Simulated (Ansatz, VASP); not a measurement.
**F in VASP and in Ansatz**

Contents of INCAR:

```
SYSTEM = F
ALGO = Normal ; EDIFF = 1E-7
ENCUT = 520 ; GGA = PE
ISIF = 2 ; ISMEAR = -1
LASPH = .True. ; LCHARG = .False.
LREAL = .False. ; LWAVE = .False.
NBANDS = 14 ; NELM = 60
PREC = Accurate ; SIGMA = 0.05
```

File KPOINTS:

```
k-points
0
Gamma
  18 18 10
  0 0 0
```

File POSCAR:

```
F
1.0
    2.6826913640      0.0000000000      0.0000000000
   -1.3413456820      2.3232788717      0.0000000000
    0.0000000000      0.0000000000      2.8940943882
F
2
Direct
    0.3333333333      0.6666666667      0.2500000000
    0.6666666667      0.3333333333      0.7500000000
```

Input for Ansatz:

```yaml
crystal:
  lattice:
    - [2.682691364, 0.0, 0.0]
    - [-1.341345682, 2.3232788717, 0.0]
    - [0.0, 0.0, 2.8940943882]
  atoms:
    - { symbol: F, position: [0.3333333333, 0.6666666667, 0.25] }
    - { symbol: F, position: [0.6666666667, 0.3333333333, 0.75] }
kpoints:
  mp_grid: { grid: [18, 18, 10] }
scf:
  occupations: { method: fermi_dirac, width: 0.05 }
hamiltonian:
  xc: pbe
  pseudopotentials: { kind: paw }
output:
  forces: true
  stress: true
  eigenvalues: true
  populations: true
  write_density: true
  write_potential: true
  elf: true
  volumetric_format: npy
```

Change from the starting cell: volume scaled by 0.85, PAW files.

Alike in both runs: task single point; functional PBE; k mesh 18 × 18 × 10; occupations fermi-dirac, width 0.05 eV; no spin polarisation.

|  | VASP | Ansatz |
| --- | --- | --- |
| version | VASP 6.6.1 | Ansatz 0.2.0 |
| potentials or method | VASP PAW PBE potentials, release 64 (F) | PAW with Ansatz's default frozen-core files, scalar-relativistic |
| plane-wave cutoff (eV) | 520 | 420 |
| valence electrons in the cell | 14 | 14 |

Ansatz gave:

```
pressure (GPa) : 12.3
```

Q: Which values does VASP return?

A: Pressure (GPa): 11.3.
